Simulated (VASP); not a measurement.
# VH6 (Im-3m) in VASP: a series of runs, part 2 of 2

VASP 6.6.1.

### Step 4. Relaxation of cell and atoms, PBE, collinear spin, ferromagnetic start

This run uses another cell than the first one, of 8.82 Å³/atom.

Contents of INCAR:

```
SYSTEM = VH6
PREC = Accurate ; ENCUT = 600
EDIFF = 1E-6 ; ISMEAR = 0
SIGMA = 0.1 ; LREAL = .FALSE.
LASPH = .TRUE. ; NELM = 150
ALGO = Normal ; ISIF = 3
LWAVE = .FALSE. ; LCHARG = .FALSE.
ISPIN = 2 ; MAGMOM = 2.73 0 0 0 0 0 0
LORBIT = 11 ; LMAXMIX = 4
GGA = PE ; IBRION = 2
NSW = 100 ; EDIFFG = -0.01
```

Contents of KPOINTS:

```
Automatic mesh
0
G
  10 10 10
  0 0 0
```

Contents of POSCAR:

```
VH6
1.0
   -2.4899200968      2.4899200968      2.4899200968
    2.4899200968     -2.4899200968      2.4899200968
    2.4899200968      2.4899200968     -2.4899200968
V H
1 6
Direct
    0.0000000000      0.0000000000      0.0000000000
    0.5823850518      0.5823850518      0.0000000000
    0.4176149482      0.4176149482      0.0000000000
    0.0000000000      0.4176149482      0.4176149482
    0.0000000000      0.5823850518      0.5823850518
    0.5823850518      0.0000000000      0.5823850518
    0.4176149482      0.0000000000      0.4176149482
```

Potentials or basis: VASP PAW PBE potentials, release 64 (V_sv, H).

Run with:

```bash
> cat potpaw_PBE.64/V_sv/POTCAR potpaw_PBE.64/H/POTCAR > POTCAR
> mpirun -np 1 vasp_std > vasp.out
```

OUTCAR:

```text
SYSTEM = VH6
   PREC = Accurate
   ENCUT = 600
   EDIFF = 1E-6
   ISMEAR = 0
   LREAL = .FALSE.
   LASPH = .TRUE.
   NELM = 150
   ISIF = 3
   ISPIN = 2
   LORBIT = 11
   GGA = PE
   IBRION = 2
   NSW = 100
   EDIFFG = -0.01

 ion  position               nearest neighbor table
   1  0.000  0.000  0.000-
   2  0.582  0.582  0.000-   3 0.82
   3  0.418  0.418  0.000-   2 0.82
   4  0.000  0.418  0.418-   5 0.82
   5  0.000  0.582  0.582-   4 0.82
   6  0.582  0.000  0.582-   7 0.82
   7  0.418  0.000  0.418-   6 0.82

  LATTYP: Found a body centered cubic cell.
 ALAT       =     4.9798401936

  Lattice vectors:

 A1 = (  -2.4899200968,   2.4899200968,   2.4899200968)
 A2 = (   2.4899200968,  -2.4899200968,   2.4899200968)
 A3 = (   2.4899200968,   2.4899200968,  -2.4899200968)

Analysis of symmetry for initial positions (statically):
[... 832 lines left out ...]
 spin component 2

 k-point     1 :       0.0000    0.0000    0.0000
  band No.  band energies     occupation
      1     -59.8728      1.00000
      2     -33.8215      1.00000
      3     -33.8215      1.00000
      4     -33.8215      1.00000
      5      -8.2701      1.00000
      6      -4.7917      1.00000
      7      -4.7917      1.00000
      8       3.9790      0.00000
      9       3.9790      0.00000
     10       3.9790      0.00000
     11       5.0663      0.00000
     12       5.0663      0.00000
     13       5.8340      0.00000
     14       5.8340      0.00000
[... 425 lines left out ...]
  FREE ENERGIE OF THE ION-ELECTRON SYSTEM (eV)
  ---------------------------------------------------
  free  energy   TOTEN  =       -24.9221138590 eV

  energy  without entropy=      -24.9022984651  energy(sigma->0) =      -24.91220616

 reached required accuracy - stopping structural energy minimisation

 total charge

# of ion       s       p       d       tot
------------------------------------------
    1        2.200   6.029   3.199  11.427
    2        0.569   0.026   0.000   0.594
    3        0.569   0.026   0.000   0.594
    4        0.569   0.026   0.000   0.594
    5        0.569   0.026   0.000   0.594
    6        0.569   0.026   0.000   0.594
    7        0.569   0.026   0.000   0.594
--------------------------------------------------
tot          5.611   6.182   3.199  14.993

 magnetization (x)

# of ion       s       p       d       tot
------------------------------------------
    1        0.103   0.048   3.113   3.264
    2        0.016   0.005   0.000   0.021
    3        0.016   0.005   0.000   0.021
    4        0.016   0.005   0.000   0.021
    5        0.016   0.005   0.000   0.021
    6        0.016   0.005   0.000   0.021
    7        0.016   0.005   0.000   0.021
--------------------------------------------------
tot          0.199   0.080   3.113   3.392
```

CONTCAR:

```text
VH6
   1.00000000000000
    -2.4977963787418882    2.4977963787418882    2.4977963787418882
     2.4977963787418882   -2.4977963787418882    2.4977963787418882
     2.4977963787418882    2.4977963787418882   -2.4977963787418882
  V               H
     1     6
Direct
     1.0000000000000000    0.0000000000000000    1.0000000000000000
     0.5816822383968148    0.5816822383968148    1.0000000000000000
     0.4183177616031851    0.4183177616031851    1.0000000000000000
     1.0000000000000000    0.4183177616031851    0.4183177616031851
     1.0000000000000000    0.5816822383968148    0.5816822383968148
     0.5816822383968148    0.0000000000000000    0.5816822383968148
     0.4183177616031851    0.0000000000000000    0.4183177616031851

  0.00000000E+00  0.00000000E+00  0.00000000E+00
  0.00000000E+00  0.00000000E+00  0.00000000E+00
  0.00000000E+00  0.00000000E+00  0.00000000E+00
  0.00000000E+00  0.00000000E+00  0.00000000E+00
  0.00000000E+00  0.00000000E+00  0.00000000E+00
  0.00000000E+00  0.00000000E+00  0.00000000E+00
  0.00000000E+00  0.00000000E+00  0.00000000E+00
```

Wall time 2.4 min (1 thread of Intel Xeon 6975P-C (Granite Rapids), shared host); peak memory 0.29 GiB.

What came out:

* Free energy: -24.9221 eV
* Relaxed volume: 8.90 Å³/atom
* Relaxed cell: a = 4.326 Å, b = 4.326 Å, c = 4.326 Å, α = 109.47°, β = 109.47°, γ = 109.47°
* Space group after relaxing (to 0.1 Å): Im-3m (No. 229)
* Energy gained by relaxing: 0.2 meV/atom
* Ionic steps: 6
* Pressure after relaxing: 0.1 GPa
* Net moment: 4.66 μB per cell
* Site moments: V +3.26; H +0.02 μB
* Valence electrons inside the program's atomic spheres: V 11.43; H 0.59

The path:
```
step  energy change (eV)  largest force (eV/Å)  pressure (GPa)  volume (Å³)
   1              0.0000                0.0762            0.12        61.75
   2             -0.0003                0.0591            0.37        61.81
   3             -0.0005                0.0045            0.30        61.78
   4             -0.0008                0.0042            0.21        61.93
   5             -0.0013                0.0029            0.22        62.06
   6             -0.0015                0.0019            0.07        62.33
```

Final structure:
```xyz
7
Lattice="-2.4978 2.4978 2.4978 2.4978 -2.4978 2.4978 2.4978 2.4978 -2.4978" Properties=species:S:1:pos:R:3 pbc="T T T"
V     0.0000    4.9956    0.0000
H     2.4978    2.4978    0.4081
H     2.4978    2.4978   -0.4081
H    -0.4081    2.4978    2.4978
H     0.4081    2.4978    2.4978
H     0.0000    2.9058    0.0000
H     0.0000    2.0897    0.0000
```

### Step 5. Summary

| task | cell | k mesh | cutoff (eV) | gap on the mesh (eV) | pressure (GPa) | moment (μB) | relaxed volume (Å³/atom) | largest force (eV/Å) |
| --- | --- | --- | --- | --- | --- | --- | --- | --- |
| relaxation of cell and atoms | relaxed from a = 4.308 Å, angles 109.5°, 7 atoms, atomic positions A | 6 × 6 × 6 | 600 | none | 0.2 | 0.00 | 7.04 | 0.01 |
| single point | a = 4.334 Å, angles 109.5°, 7 atoms, atomic positions B | 10 × 10 × 10 | 520 | none | -0.1 | 4.67 | - | 0.01 |
| relaxation of cell and atoms | relaxed from a = 4.313 Å, angles 109.5°, 7 atoms, atomic positions C | 10 × 10 × 10 | 600 | none | 0.1 | 4.66 | 8.90 | - |

Alike in all rows: level PBE; potentials or basis VASP PAW PBE potentials, release 64 (V_sv, H); spin collinear, ferromagnetic start; smearing gaussian 0.1 eV.

Caveats: the volume moved by over 15 % at a fixed basis, so the end points are rough (at least some runs); the moments typed at the start vanished in this run (at least some runs).

Absolute energies hang on the potentials; compare differences alone.
